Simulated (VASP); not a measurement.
# Hg (P6/mmm) in VASP: further runs, part 2 of 3

VASP 6.6.1. Earlier steps stand in the parts before.

## Step 3: Electric field gradients, PBEsol (22.80 Å³/atom)

This run uses another cell than the first one, of 22.80 Å³/atom.

Contents of INCAR:

```
  PREC = Accurate
  ENCUT = 520
  EDIFF = 1E-8
  ISMEAR = -1
  SIGMA = 0.05
  LREAL = F
  LASPH = T
  NELM = 80
  ALGO = Normal
  ISIF = 2
  LWAVE = F
  LCHARG = F
  GGA = PS
  LEFG = T
  NBANDS = 25
```

Contents of KPOINTS:

```
Automatic mesh
0
Gamma
  8 8 9
```

Contents of POSCAR:

```
Hg
1.0
    4.5248179541      0.0000000000      0.0000000000
   -2.2624089771      3.9186072957      0.0000000000
    0.0000000000      0.0000000000      3.8570567595
Hg
3
Direct
    0.3333333333      0.6666666667      0.5000000000
    0.0000000000      0.0000000000      0.0000000000
    0.6666666667      0.3333333333      0.5000000000
```

Potentials or basis: VASP PAW PBE potentials, release 64 (Hg).

Command:

```
> cat potpaw_PBE.64/Hg/POTCAR > POTCAR
> mpirun -np 1 vasp_std > vasp.out
```

OUTCAR:

```text
PREC = Accurate
   ENCUT = 520
   EDIFF = 1E-8
   ISMEAR = -1
   LREAL = F
   LASPH = T
   NELM = 80
   ISIF = 2
   GGA = PS

 ion  position               nearest neighbor table
   1  0.333  0.667  0.500-   3 2.61   3 2.61   3 2.61   2 3.25   2 3.25   2 3.25   2 3.25   2 3.25
                             2 3.25
   2  0.000  0.000  0.000-   1 3.25   3 3.25   1 3.25   3 3.25   1 3.25   1 3.25   3 3.25   3 3.25
                             3 3.25   3 3.25   1 3.25   1 3.25
   3  0.667  0.333  0.500-   1 2.61   1 2.61   1 2.61   2 3.25   2 3.25   2 3.25   2 3.25   2 3.25
                             2 3.25

  LATTYP: Found a hexagonal cell.
 ALAT       =     4.5248179541
 C/A-ratio  =     0.8524225281

  Lattice vectors:

 A1 = (   4.5248179541,   0.0000000000,   0.0000000000)
 A2 = (  -2.2624089771,   3.9186072957,   0.0000000000)
 A3 = (   0.0000000000,   0.0000000000,   3.8570567595)

Analysis of symmetry for initial positions (statically):
=====================================================================
 Subroutine PRICEL returns:
 Original cell was already a primitive cell.

 Routine SETGRP: Setting up the symmetry group for a
 hexagonal supercell.

 Subroutine GETGRP returns: Found 24 space group operations
 (whereof 24 operations were pure point group operations)
 out of a pool of 24 trial point group operations.

The static configuration has the point symmetry D_6h.

Analysis of symmetry for dynamics (positions and initial velocities):
=====================================================================
 Subroutine PRICEL returns:
 Original cell was already a primitive cell.

 Routine SETGRP: Setting up the symmetry group for a
 hexagonal supercell.

 Subroutine GETGRP returns: Found 24 space group operations
 (whereof 24 operations were pure point group operations)
 out of a pool of 24 trial point group operations.

The dynamic configuration has the point symmetry D_6h.

 Subroutine INISYM returns: Found 24 space group operations
 (whereof 24 operations are pure point group operations),
 and found     1 'primitive' translations

----------------------------------------------------------------------------------------

                                     Primitive cell

  volume of cell :      68.3894

  direct lattice vectors                    reciprocal lattice vectors
     4.524817954  0.000000000  0.000000000     0.221003366  0.127596353  0.000000000
    -2.262408977  3.918607296  0.000000000     0.000000000  0.255192706  0.000000000
     0.000000000  0.000000000  3.857056759     0.000000000  0.000000000  0.259265046

  length of vectors
     4.524817954  4.524817954  3.857056759     0.255192706  0.255192706  0.259265046

  position of ions in fractional coordinates (direct lattice)
     0.333333333  0.666666667  0.500000000
     0.000000000  0.000000000  0.000000000
     0.666666667  0.333333333  0.500000000

  ion indices of the primitive-cell ions
   primitive index   ion index
                 1           1
[... 77 lines left out ...]
   NSW    =      0    number of steps for IOM
   IBRION =     -1    ionic relax: 0-MD 1-quasi-New 2-CG
   NFREE  =      0    steps in history (QN), initial steepest desc. (CG)
   ISIF   =      2    stress and relaxation
   ISYM   =      2    0-nonsym 1-usesym 2-fastsym
   POTIM  = 0.5000    time-step for ionic-motion
   TEBEG  =    0.0;   TEEND  =   0.0 temperature during run
   PSTRESS=    0.0 pullay stress
   NELECT =      36.0000    total number of electrons
   NUPDOWN=      -1.0000    fix difference up-down
   EMIN   =  10.00;   EMAX   =-10.00  energy-range for DOS
   EFERMI =   0.00;   METHOD = LEGACY
   ISMEAR =    -1;   SIGMA  =   0.05  broadening in eV -4-tet -1-fermi 0-gaus
   EFERMI_NEDOS =   21; number of points for ismear=-14 and -15
   IALGO  =     38    algorithm
   IMIX   =      4    mixing-type and parameters
     AMIX     =   0.40;   BMIX     =  1.00
     AMIX_MAG =   1.60;   BMIX_MAG =  1.00
  volume/ion in A,a.u.               =      22.80       153.84
  Fermi-wavevector in a.u.,A,eV,Ry     =   1.321841  2.497918 23.772982  1.747265
  Thomas-Fermi vector in A             =   2.451566
   LORBIT       =      0    0 simple, 1 ext, 2 COOP (PROOUT), +10 PAW based schemes
   GGA     = PS    functional components
   LHFCALC =     F    Hartree Fock is set to
   AEXX    =    0.0000 exact exchange contribution
   IVDW    =     0    specifies the selected vdW correction
   LEPSILON=     F    determine dielectric tensor
   LRPA    =     F    only Hartree local field effects (RPA)
 non-spin polarized calculation
  energy-cutoff  :      520.00
  volume of cell :       68.39
 maximum number of plane-waves:      1880
 NGX is ok and might be reduce to    36
   NGX = 17   NGY = 17   NGZ = 15

 number of electron      36.0000006 magnetization

 Free energy of the ion-electron system (eV)
  ---------------------------------------------------
  ext. energy  EPLUGINS =         0.00000000
  ---------------------------------------------------
  free energy    TOTEN  =        -1.01074502 eV

  energy without entropy =       -1.00086034  energy(sigma->0) =       -1.00580268

 E-fermi :   3.0555     XC(G=0): -11.1643

 val. band max:        3.0438240908   @ k =   0.3750   0.0000   0.4444
 cond. band min:       3.0699044686   @ k =   0.3750   0.1250   0.3333
 fundamental gap:      0.0260803777
 Fermi energy:         3.0555078941

 k-point     1 :       0.0000    0.0000    0.0000
  band No.  band energies     occupation
      1      -7.0627      2.00000
      2      -5.2548      2.00000
      3      -4.9654      2.00000
      4      -4.9654      2.00000
      5      -4.7487      2.00000
      6      -4.7487      2.00000
[... 661 lines left out ...]
     24      11.8662      0.00000
     25      13.9170      0.00000

 [... further k-points ...]
[... 5 lines left out ...]
  --------------------------------------------------------------------------------------
  -------------------------------------------------------------------------------------
  Total        6.0631626      6.0631626      0.0345103     -0.0000000      0.0000000     -0.0000000
  in kB      142.0433536    142.0433536      0.8084813     -0.0000000      0.0000000     -0.0000000
  external PRESSURE =      94.9650628 kB  Pullay stress =       0.0000000 kB

 VOLUME and BASIS-vectors are now :
 -----------------------------------------------------------------------------
  energy-cutoff  :      520.00
  volume of cell :       68.39
      direct lattice vectors                 reciprocal lattice vectors
     4.524817954  0.000000000  0.000000000     0.221003366  0.127596353  0.000000000
    -2.262408977  3.918607296  0.000000000     0.000000000  0.255192706  0.000000000
     0.000000000  0.000000000  3.857056759     0.000000000  0.000000000  0.259265046

 POSITION                                       TOTAL-FORCE (eV/Angst)
 -----------------------------------------------------------------------------------
     -0.00000      2.61240      1.92853        -0.000000      0.000000     -0.000000
      0.00000      0.00000      0.00000        -0.000000      0.000000      0.000000
      2.26241      1.30620      1.92853         0.000000     -0.000000      0.000000
 -----------------------------------------------------------------------------------
    total drift:                                0.000000     -0.000000     -0.000000

  FREE ENERGIE OF THE ION-ELECTRON SYSTEM (eV)
  ---------------------------------------------------
  free  energy   TOTEN  =        -1.0107450157 eV

  energy  without entropy=       -1.0008603407  energy(sigma->0) =       -1.00580268

 Electric field gradients (V/A^2)
---------------------------------------------------------------------
 ion       V_xx      V_yy      V_zz      V_xy      V_xz      V_yz
---------------------------------------------------------------------
   1    -172.278  -172.278   344.556     0.001     0.000    -0.000
   2     -17.452   -17.451    34.903     0.001    -0.000    -0.000
   3    -172.278  -172.278   344.556     0.001     0.000    -0.000
---------------------------------------------------------------------

 Electric field gradients after diagonalization (V/A^2)
 (convention: |V_zz| > |V_xx| > |V_yy|)
----------------------------------------------------------------------
 ion       V_xx      V_yy      V_zz     asymmetry (V_yy - V_xx)/ V_zz
----------------------------------------------------------------------
   1    -172.279  -172.277   344.556       0.000
   2     -17.452   -17.451    34.903       0.000
   3    -172.279  -172.277   344.556       0.000
----------------------------------------------------------------------

           NMR quadrupolar parameters

 Cq : quadrupolar parameter    Cq=e*Q*V_zz/h
 eta: asymmetry parameters     (V_yy - V_xx)/ V_zz
 Q  : nuclear electric quadrupole moment in mb (millibarn)
----------------------------------------------------------------------
 ion       Cq(MHz)       eta       Q (mb)
----------------------------------------------------------------------
   1       0.833       0.000       1.000
   2       0.084       0.000       1.000
   3       0.833       0.000       1.000
----------------------------------------------------------------------
```

stdout:

```text
POSCAR found type information on POSCAR Hg
 POSCAR found :  1 types and       3 ions
 scaLAPACK will be used
 -----------------------------------------------------------------------------
|                                                                             |
|                                                                             |
|     You enforced a specific xc type in the INCAR file but a different       |
|     I HOPE YOU KNOW WHAT YOU ARE DOING!                                     |
|                                                                             |
 -----------------------------------------------------------------------------

 LDA part: xc-table for (Slater+PW92), standard interpolation
 POSCAR, INCAR and KPOINTS ok, starting setup
 FFT: planning ... GRIDC
 FFT: planning ... GRID_SOFT
 FFT: planning ... GRID
 WAVECAR not read
 entering main loop
ion   1

ion   2

ion   3
```

It took 1.8 min on 1 thread of Oxide Virtual Turin-like, shared host; peak memory 0.19 GiB.

Results:

| Property | Result |
| --- | --- |
| Free energy | -1.0107 eV |
| Pressure | 9.5 GPa |
| Band gap on the k mesh | zero (bands 18 and 19 overlap by 5.21 eV) |
| Largest electric field gradient by atom | Hg +344.6, +34.9 (each value once) V/Å² |

Levels at points of the mesh, in eV from the Fermi level:
```tsv
k point	band 15	band 16	band 17	band 18	band 19	band 20	band 21	band 22
(0.00, 0.00, 0.00)	-5.92	-5.92	0.45	1.93	2.72	3.60	3.60	3.87
(0.50, 0.00, 0.00)	-5.87	-5.77	-4.99	-0.72	0.36	6.13	6.17	7.09
```

Electric field gradients, principal values (V/Å²):
| atom | least | middle | greatest (by size) |
| --- | --- | --- | --- |
| 1 Hg | -172.277 | -172.279 | 344.556 |
| 2 Hg | -17.451 | -17.452 | 34.903 |
| 3 Hg | -172.277 | -172.279 | 344.556 |

Caveat: the stress differs along the axes, from 0 to 14 GPa; without QUAD_EFG the Cq values of the log hold for a quadrupole moment of 1 mb, not for the nuclei; the PAW data sets were made with another functional, which shifts forces and pressure a little; spin-orbit coupling is left out, which moves the levels of the heavy elements.

(Continued in part 3 of 3.)

The gap in the log of VASP goes by the Fermi energy; the results here count the filled bands.